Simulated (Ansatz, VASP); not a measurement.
Al in VASP and in Ansatz

File INCAR:

```
SYSTEM = Al
PREC = Accurate
ENCUT = 520
EDIFF = 1E-7
ISMEAR = -1
SIGMA = 0.05
LREAL = .False.
LASPH = .True.
NELM = 100
ALGO = Normal
ISIF = 2
LWAVE = .False.
LCHARG = .False.
NBANDS = 10
```

The input KPOINTS:

```
Automatic mesh
0
Gamma
  11 11 6
  0 0 0
```

The input POSCAR:

```
Al
1.0
    2.7935792435      0.0000000000      0.0000000000
   -1.3967896217      2.4193105923      0.0000000000
    0.0000000000      0.0000000000      4.8341855930
Al
2
Direct
    0.3333333333      0.6666666667      0.2500000000
    0.6666666667      0.3333333333      0.7500000000
```

Contents of input.yaml:

```yaml
crystal:
  lattice:
    - [2.7935792435, 0.0, 0.0]
    - [-1.3967896217, 2.4193105923, 0.0]
    - [0.0, 0.0, 4.834185593]
  atoms:
    - { symbol: Al, position: [0.3333333333, 0.6666666667, 0.25] }
    - { symbol: Al, position: [0.6666666667, 0.3333333333, 0.75] }
kpoints:
  mp_grid: { grid: [11, 11, 6] }
scf:
  occupations: { method: fermi_dirac, width: 0.05 }
hamiltonian:
  xc: lda
  pseudopotentials: { kind: all_electron, lapw: { basis_error: 0.001 } }
output:
  forces: true
  stress: true
  eigenvalues: true
```

Change from the starting cell: volume scaled by 0.98.

Alike in both runs: task single point; functional LDA; k mesh 11 × 11 × 6; occupations fermi-dirac, width 0.05 eV; no spin polarisation.

|  | VASP | Ansatz |
| --- | --- | --- |
| version | VASP 6.6.1 | Ansatz 0.2.0 |
| potentials or method | VASP PAW LDA potentials, release 64 (Al), cutoff 520 eV | all-electron LAPW, scalar-relativistic |

|  | VASP | Ansatz | Ansatz less VASP |
| --- | --- | --- | --- |
| gap on the k mesh at the Fermi level (eV) | none | none | - |
| pressure (GPa) | -1.5 | -1.6 | -0.05 |
| traceless stress, the component that is largest in VASP (GPa) | -2.97 | -2.94 | +0.030 |

LDA's correlation is that of Perdew and Zunger in VASP and of Perdew and Wang (1992) in Ansatz. A gap of «none» marks a metal or a gap that the smearing closes. Ansatz ran all-electron here, and VASP with PAW potentials.
